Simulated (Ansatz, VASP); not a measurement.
# MoS2 in VASP and in Ansatz

INCAR

```
SYSTEM = MoS2
PREC = Accurate ; ENCUT = 520
EDIFF = 1E-7 ; ISMEAR = -1
SIGMA = 0.05 ; LREAL = .False.
LASPH = .True. ; NELM = 60
ALGO = Normal ; ISIF = 2
LWAVE = .False. ; LCHARG = .True.
GGA = CA ; LELF = .True.
LVHAR = .True. ; NBANDS = 20
```

File KPOINTS:

```
regular mesh
0
Gamma
  15 15 15
  0 0 0
```

Contents of POSCAR:

```
MoS2
1.0
    1.5815003568      0.9130796567      6.0620967000
   -1.5815003568      0.9130796567      6.0620967000
    0.0000000000     -1.8261593134      6.0620967000
Mo S
1 2
Direct
    0.0000000000      0.0000000000      0.0000000000
    0.7484000000      0.7484000000      0.7484000000
    0.5849000000      0.5849000000      0.5849000000
```

Input for Ansatz:

```yaml
crystal:
  lattice:
    - [1.5815003568, 0.9130796567, 6.0620967]
    - [-1.5815003568, 0.9130796567, 6.0620967]
    - [0.0, -1.8261593134, 6.0620967]
  atoms:
    - { symbol: Mo, position: [0.0, 0.0, 0.0] }
    - { symbol: S, position: [0.7484, 0.7484, 0.7484] }
    - { symbol: S, position: [0.5849, 0.5849, 0.5849] }
kpoints:
  mp_grid: { grid: [15, 15, 15] }
  band_path:
    path:
      - [0.0, 0.0, 0.0]
      - [0.5, 0.5, 0.5]
      - [0.8182088567, 0.1817911433, 0.5]
      - [0.5, -0.1817911433, 0.1817911433]
      - [0.5, 0.0, 0.0]
      - [0.0, 0.0, 0.0]
      - [0.3408955717, -0.3408955717, 0.0]
      - [0.6591044284, 0.0, 0.3408955716]
      - [0.5, 0.0, 0.5]
    npoints: 5
scf:
  occupations: { method: fermi_dirac, width: 0.05 }
hamiltonian:
  xc: lda
  pseudopotentials: { kind: all_electron, lapw: { basis_error: 0.001 } }
output:
  forces: true
  stress: true
  eigenvalues: true
```

Change from the starting cell: zz strain of -1 %.

Alike in both runs: task single point; functional LDA; k mesh 15 × 15 × 15; occupations fermi-dirac, width 0.05 eV; no spin polarisation.

|  | VASP | Ansatz |
| --- | --- | --- |
| version | VASP 6.6.1 | Ansatz 0.2.0 |
| potentials or method | VASP PAW LDA potentials, release 64 (Mo_sv, S), cutoff 520 eV | all-electron LAPW, scalar-relativistic |

```csv
,VASP,Ansatz,Ansatz less VASP
pressure (GPa),3.3,3.3,-0.04
"traceless stress, the component that is largest in VASP (GPa)",6.06,6.11,+0.047
rms of the force components (eV/Å),0.548,0.544,-0.0035
```

LDA's correlation is that of Perdew and Zunger in VASP and of Perdew and Wang (1992) in Ansatz. Atom by atom the forces differ by 0.004 eV/Å (rms over components). Ansatz ran all-electron here, and VASP with PAW potentials.
